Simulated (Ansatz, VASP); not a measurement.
## Cl: VASP beside Ansatz

```
Cl
1.0
     2.50092   -4.72030   -0.04543
     6.48149    4.23771   -0.06467
    -0.10935    0.04018    8.91974
Cl
8
Direct
  0.40519 0.18527 0.99799
  0.40104 0.17989 0.49727
  0.90574 0.68617 0.00312
  0.90342 0.68308 0.50279
  0.09824 0.31880 0.99548
  0.09625 0.31588 0.49590
  0.59730 0.81815 0.00392
  0.59282 0.81277 0.50352
```

Change from the starting cell: cell x4, atoms moved at random (sigma 0.1 Å) and cell strained at random (1.5 %), then relaxed without symmetry.

Alike in both runs: functional PBE; k mesh 4 × 2 × 2; occupations gaussian, width 0.1 eV; no spin polarisation.

Ansatz relaxed the structure, and its values are those at the end. VASP's run is a single point on that final structure, the one shown.

|  | VASP | Ansatz |
| --- | --- | --- |
| version | VASP 6.6.1 | Ansatz 0.2.0 |
| potentials or method | VASP PAW PBE potentials, release 64 (Cl), cutoff 520 eV | scalar-relativistic, plane waves, PAW |
| valence electrons in the cell | 56 | 56 |

|  | VASP | Ansatz | Ansatz less VASP |
| --- | --- | --- | --- |
| gap on the k mesh at the Fermi level (eV) | 1.85 | 1.80 | -0.045 |
| least direct gap on the mesh (eV) | 1.85 | 1.80 | -0.045 |
| pressure (GPa) | -0.3 | 0.0 | +0.24 |
| rms of the force components (eV/Å) | 0.105 | 0.005 | -0.0999 |

The functional is the same, so the differences come from potentials, cutoffs and numerics.
